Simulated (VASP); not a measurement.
# Te2Mo in VASP: single point with PBE

Aim: the single point of Te2Mo with PBE.

All numbers are computed with VASP 6.6.1; they aren't measurements. Logs are shortened: lines on timing, memory, paths and dates and some standing lists are left out, and cuts for length are marked.

### 1 The cell of the first run

The cell holds a slab with vacuum, 48 atoms: a = 14.241 Å, b = 14.241 Å, c = 17.882 Å, α = 84.29°, β = 78.52°, γ = 60.00°.

### 2 Single point, PBE

INCAR

```
PREC = Accurate
ENCUT = 520
EDIFF = 1E-7
ISMEAR = 0
SIGMA = 0.05
LREAL = Auto
LASPH = T
NELM = 100
ALGO = Normal
ISIF = 2
LWAVE = F
LCHARG = F
GGA = PE
NBANDS = 238
```

KPOINTS

```
regular mesh
0
Gamma
  1 1 1
```

POSCAR

```
Te2Mo
1.0
    7.1204640000     12.3330080000      0.0000000000
   14.2409300000      0.0000000000      0.0000000000
    1.7801160000      3.0832520000    -17.5240580000
Te Mo
32 16
Direct
    0.8911310000      0.4166660000      0.1021440000
    0.1411310000      0.4166660000      0.1021440000
    0.1411310000      0.1666660000      0.1021440000
    0.3911310000      0.9166660000      0.1021440000
    0.6411310000      0.9166660000      0.1021440000
    0.8911310000      0.9166660000      0.1021440000
    0.1411310000      0.9166660000      0.1021440000
    0.6411310000      0.6666660000      0.1021440000
    0.8911310000      0.6666660000      0.1021440000
    0.1411310000      0.6666660000      0.1021440000
    0.3911310000      0.4166660000      0.1021440000
    0.6411310000      0.4166660000      0.1021440000
    0.3911310000      0.1666660000      0.1021440000
    0.6411310000      0.1666660000      0.1021440000
    0.8911310000      0.1666660000      0.1021440000
    0.3911310000      0.6666660000      0.1021440000
    0.6922030000      0.4166660000      0.8978560000
    0.9422030000      0.4166660000      0.8978560000
    0.9422030000      0.1666660000      0.8978560000
    0.1922030000      0.9166660000      0.8978560000
    0.4422030000      0.9166660000      0.8978560000
    0.6922030000      0.9166660000      0.8978560000
    0.9422030000      0.9166660000      0.8978560000
    0.4422030000      0.6666660000      0.8978560000
    0.6922030000      0.6666660000      0.8978560000
    0.9422030000      0.6666660000      0.8978560000
    0.1922030000      0.4166660000      0.8978560000
    0.4422030000      0.4166660000      0.8978560000
    0.1922030000      0.1666660000      0.8978560000
    0.4422030000      0.1666660000      0.8978560000
    0.6922030000      0.1666660000      0.8978560000
    0.1922030000      0.6666660000      0.8978560000
    0.5000000000      0.5000000000      0.0000000000
    0.7500000000      0.5000000000      0.0000000000
    0.7500000000      0.2500000000      0.0000000000
    0.0000000000      0.0000000000      0.0000000000
    0.2500000000      0.0000000000      0.0000000000
    0.5000000000      0.0000000000      0.0000000000
    0.7500000000      0.0000000000      0.0000000000
    0.2500000000      0.7500000000      0.0000000000
    0.5000000000      0.7500000000      0.0000000000
    0.7500000000      0.7500000000      0.0000000000
    0.0000000000      0.5000000000      0.0000000000
    0.2500000000      0.5000000000      0.0000000000
    0.0000000000      0.2500000000      0.0000000000
    0.2500000000      0.2500000000      0.0000000000
    0.5000000000      0.2500000000      0.0000000000
    0.0000000000      0.7500000000      0.0000000000
```

Potentials or basis: VASP PAW PBE potentials, release 64 (Te, Mo_sv).

On the command line:

```console
$ cat potpaw_PBE.64/Te/POTCAR potpaw_PBE.64/Mo_sv/POTCAR > POTCAR
$ mpirun -np 1 vasp_gam > vasp.out
```

OUTCAR:

```text
PREC = Accurate
   ENCUT = 520
   EDIFF = 1E-7
   ISMEAR = 0
   LREAL = Auto
   LASPH = T
   NELM = 100
   ISIF = 2
   GGA = PE

 ion  position               nearest neighbor table
   1  0.891  0.417  0.102-  45 2.73  43 2.73  34 2.73  15 3.56   9 3.56   2 3.56  12 3.56   3 3.56
                             8 3.56  18 3.58
   2  0.141  0.417  0.102-  46 2.73  44 2.73  43 2.73  10 3.56   3 3.56  11 3.56   1 3.56  13 3.56
                             9 3.56  27 3.58
   3  0.141  0.167  0.102-  37 2.73  46 2.73  45 2.73   7 3.56   2 3.56  15 3.56  13 3.56   1 3.56
                             4 3.56  29 3.58
   4  0.391  0.917  0.102-  41 2.73  38 2.73  37 2.73  16 3.56  13 3.56   7 3.56   5 3.56   8 3.56
                             3 3.56  21 3.58
   5  0.641  0.917  0.102-  42 2.73  39 2.73  38 2.73  14 3.56   8 3.56   6 3.56   4 3.56   9 3.56
                            13 3.56  22 3.58
   6  0.891  0.917  0.102-  48 2.73  36 2.73  39 2.73  15 3.56   9 3.56   7 3.56   5 3.56  10 3.56
                            14 3.56  23 3.58
   7  0.141  0.917  0.102-  40 2.73  37 2.73  36 2.73  10 3.56   3 3.56   4 3.56   6 3.56  16 3.56
                            15 3.56  20 3.58
   8  0.641  0.667  0.102-  34 2.73  42 2.73  41 2.73  12 3.56   5 3.56  16 3.56   9 3.56   4 3.56
                             1 3.56  25 3.58
   9  0.891  0.667  0.102-  43 2.73  48 2.73  42 2.73   6 3.56   1 3.56  10 3.56   8 3.56   2 3.56
[... 49 lines left out ...]
  35  0.750  0.250  0.000-  12 2.73  17 2.73  14 2.73  31 2.73  19 2.73  15 2.73
  36  0.000  0.000  0.000-  15 2.73  19 2.73   6 2.73  23 2.73  20 2.73   7 2.73
  37  0.250  0.000  0.000-   3 2.73  29 2.73   7 2.73  20 2.73  21 2.73   4 2.73
  38  0.500  0.000  0.000-  13 2.73  30 2.73   4 2.73  21 2.73  22 2.73   5 2.73
[... 8 lines left out ...]
  47  0.500  0.250  0.000-  11 2.73  28 2.73  13 2.73  30 2.73  31 2.73  14 2.73
  48  0.000  0.750  0.000-   6 2.73  23 2.73   9 2.73  26 2.73  32 2.73  10 2.73

  LATTYP: Found a base centered monoclinic cell.
 ALAT       =    14.2409302331
 B/A-ratio  =     1.7320508698
 C/A-ratio  =     1.2556802098
 COS(beta)  =    -0.1990952776

  Lattice vectors:

 A1 = (   7.1204660000, -12.3330080000,   0.0000000000)
 A2 = ( -14.2409300000,   0.0000000000,   0.0000000000)
 A3 = (   1.7801160000,   3.0832520000, -17.5240580000)

Analysis of symmetry for initial positions (statically):
=====================================================================
 Subroutine PRICEL returns following result:

  LATTYP: Found a hexagonal cell.
 ALAT       =     3.5602325000
 C/A-ratio  =     4.9221667405

  Lattice vectors:

 A1 = (  -3.5602325000,   0.0000000000,   0.0000000000)
 A2 = (   1.7801160000,   3.0832520000,   0.0000000000)
 A3 = (   0.0000000000,   0.0000000000, -17.5240580000)

  16 primitive cells build up your supercell.
[... 121 lines left out ...]
   PSTRESS=    0.0 pullay stress
   NELECT =     416.0000    total number of electrons
   NUPDOWN=      -1.0000    fix difference up-down
   EMIN   =  10.00;   EMAX   =-10.00  energy-range for DOS
   EFERMI =   0.00;   METHOD = LEGACY
   ISMEAR =     0;   SIGMA  =   0.05  broadening in eV -4-tet -1-fermi 0-gaus
   EFERMI_NEDOS =   21; number of points for ismear=-14 and -15
   IALGO  =     38    algorithm
   IMIX   =      4    mixing-type and parameters
     AMIX     =   0.40;   BMIX     =  1.00
     AMIX_MAG =   1.60;   BMIX_MAG =  1.00
  volume/ion in A,a.u.               =      64.12       432.71
  Fermi-wavevector in a.u.,A,eV,Ry     =   0.840153  1.587660  9.603778  0.705858
  Thomas-Fermi vector in A             =   1.954489
   LORBIT       =      0    0 simple, 1 ext, 2 COOP (PROOUT), +10 PAW based schemes
   GGA     = PE    functional components
   LHFCALC =     F    Hartree Fock is set to
   AEXX    =    0.0000 exact exchange contribution
   IVDW    =     0    specifies the selected vdW correction
   LEPSILON=     F    determine dielectric tensor
   LRPA    =     F    only Hartree local field effects (RPA)
 non-spin polarized calculation
 Gauss-broadening in eV      SIGMA  =   0.05
  energy-cutoff  :      520.00
  volume of cell :     3077.81
 maximum number of plane-waves:     41423
 NGX is ok and might be reduce to   108
   NGX = 53   NGY = 53   NGZ = 67

 number of electron     416.0000062 magnetization

 Free energy of the ion-electron system (eV)
  ---------------------------------------------------
  ext. energy  EPLUGINS =         0.00000000
  ---------------------------------------------------
  free energy    TOTEN  =      -289.09609481 eV

  energy without entropy =     -289.09609481  energy(sigma->0) =     -289.09609481

 E-fermi :   0.1797     XC(G=0):  -4.7306

 val. band max:       -0.2080229203   @ k =   0.0000   0.0000   0.0000
 cond. band min:       1.4963149443   @ k =   0.0000   0.0000   0.0000
 fundamental gap:      1.7043378646
 Fermi energy:         0.1796919771

 k-point     1 :       0.0000    0.0000    0.0000
  band No.  band energies     occupation
      1     -60.5555      2.00000
      2     -60.5513      2.00000
      3     -60.5513      2.00000
      4     -60.5513      2.00000
      5     -60.5513      2.00000
      6     -60.5513      2.00000
[... 212 lines left out ...]
    219       1.6733      0.00000
    220       1.6733      0.00000
 [bands above 220 left out]

------------------------ aborting loop because EDIFF is reached ----------------------------------------

  FORCE on cell =-STRESS in cart. coord.  units (eV):
  Direction    XX          YY          ZZ          XY          YZ          ZX
  --------------------------------------------------------------------------------------
  -------------------------------------------------------------------------------------
  Total        1.5626545      1.5190285     13.5015254     -0.0377815     -0.0330979     -0.0191093
  in kB        0.8134512      0.7907414      7.0283175     -0.0196674     -0.0172293     -0.0099475
  external PRESSURE =       2.8775034 kB  Pullay stress =       0.0000000 kB

 VOLUME and BASIS-vectors are now :
 -----------------------------------------------------------------------------
  energy-cutoff  :      520.00
  volume of cell :     3077.81
      direct lattice vectors                 reciprocal lattice vectors
     7.120464000 12.333008000  0.000000000     0.000000000  0.081083220  0.014266102
    14.240930000  0.000000000  0.000000000     0.070220133 -0.040541604  0.000000000
     1.780116000  3.083252000-17.524058000     0.000000000  0.000000000 -0.057064408

 POSITION                                       TOTAL-FORCE (eV/Angst)
 -----------------------------------------------------------------------------------
     12.46081     11.30526     -1.78998         0.000466      0.000689     -0.239101
      7.12046      2.05551     -1.78998         0.000466      0.000689     -0.239101
      3.56023      2.05551     -1.78998         0.000466      0.000689     -0.239101
     16.02104      5.13876     -1.78998         0.000466      0.000689     -0.239101
     17.80115      8.22201     -1.78998         0.000466      0.000689     -0.239101
     19.58127     11.30526     -1.78998         0.000466      0.000689     -0.239101
[... 40 lines left out ...]
      7.12046      6.16650      0.00000        -0.000102      0.000059      0.000000
     10.68070      0.00000      0.00000        -0.000102      0.000059      0.000000
 -----------------------------------------------------------------------------------
    total drift:                                0.008101     -0.004569     -0.000000

  FREE ENERGIE OF THE ION-ELECTRON SYSTEM (eV)
  ---------------------------------------------------
  free  energy   TOTEN  =      -289.0960948138 eV

  energy  without entropy=     -289.0960948138  energy(sigma->0) =     -289.09609481
```

OSZICAR:

```text
N       E                     dE             d eps       ncg     rms          rms(c)
DAV:   1     0.550019088876E+04    0.55002E+04   -0.20091E+05   540   0.148E+03
DAV:   2     0.395313745902E+03   -0.51049E+04   -0.49942E+04   800   0.351E+02
DAV:   3    -0.271383375619E+03   -0.66670E+03   -0.66000E+03   544   0.132E+02
[... 17 lines left out ...]
DAV:  21    -0.289096087699E+03   -0.42253E-04   -0.19091E-06   440   0.112E-03    0.416E-03
DAV:  22    -0.289096092668E+03   -0.49690E-05    0.28220E-08   392   0.517E-04    0.283E-03
DAV:  23    -0.289096094520E+03   -0.18520E-05    0.12589E-07   360   0.397E-04    0.105E-03
DAV:  24    -0.289096094769E+03   -0.24830E-06    0.20966E-07   328   0.140E-04    0.507E-04
DAV:  25    -0.289096094814E+03   -0.45227E-07    0.21538E-07   304   0.709E-05
   1 F= -.28909609E+03 E0= -.28909609E+03  d E =-.130340E-26
```

It took 68 min on 1 thread of Intel Xeon 8259CL, shared host; peak memory 2.3 GiB.

What came out:

| Property | Result |
| --- | --- |
| Free energy | -289.0961 eV |
| Largest force | 0.239 eV/Å |
| Band gap on the k mesh | 1.70 eV |

Forces on the atoms (eV/Å):
```
Te   0.000  0.001 -0.239
Te   0.000  0.001 -0.239
Te   0.000  0.001 -0.239
Te   0.000  0.001 -0.239
Te   0.000  0.001 -0.239
Te   0.000  0.001 -0.239
Te   0.000  0.001 -0.239
Te   0.000  0.001 -0.239
Te   0.000  0.001 -0.239
Te   0.000  0.001 -0.239
Te   0.000  0.001 -0.239
Te   0.000  0.001 -0.239
Te   0.000  0.001 -0.239
Te   0.000  0.001 -0.239
Te   0.000  0.001 -0.239
Te   0.000  0.001 -0.239
Te   0.000 -0.001  0.239
Te   0.000 -0.001  0.239
Te   0.000 -0.001  0.239
Te   0.000 -0.001  0.239
Te   0.000 -0.001  0.239
Te   0.000 -0.001  0.239
Te   0.000 -0.001  0.239
Te   0.000 -0.001  0.239
Te   0.000 -0.001  0.239
Te   0.000 -0.001  0.239
Te   0.000 -0.001  0.239
Te   0.000 -0.001  0.239
Te   0.000 -0.001  0.239
Te   0.000 -0.001  0.239
Te   0.000 -0.001  0.239
Te   0.000 -0.001  0.239
Mo   0.000  0.000  0.000
Mo   0.000  0.000  0.000
Mo   0.000  0.000  0.000
Mo   0.000  0.000  0.000
Mo   0.000  0.000  0.000
Mo   0.000  0.000  0.000
Mo   0.000  0.000  0.000
Mo   0.000  0.000  0.000
Mo   0.000  0.000  0.000
Mo   0.000  0.000  0.000
Mo   0.000  0.000  0.000
Mo   0.000  0.000  0.000
Mo   0.000  0.000  0.000
Mo   0.000  0.000  0.000
Mo   0.000  0.000  0.000
Mo   0.000  0.000  0.000
```

Levels at points of the mesh, in eV from the valence-band top:
```csv
k point,band 206,band 207,band 208,band 209,band 210,band 211
"(0.00, 0.00, 0.00)",0.00,0.00,0.00,1.70,1.70,1.70
```

Caveat: the k points lie up to 0.52 Å⁻¹ apart; there is no dipole correction, which matters where the two faces differ; spin-orbit coupling is left out, which moves the levels of the heavy elements.
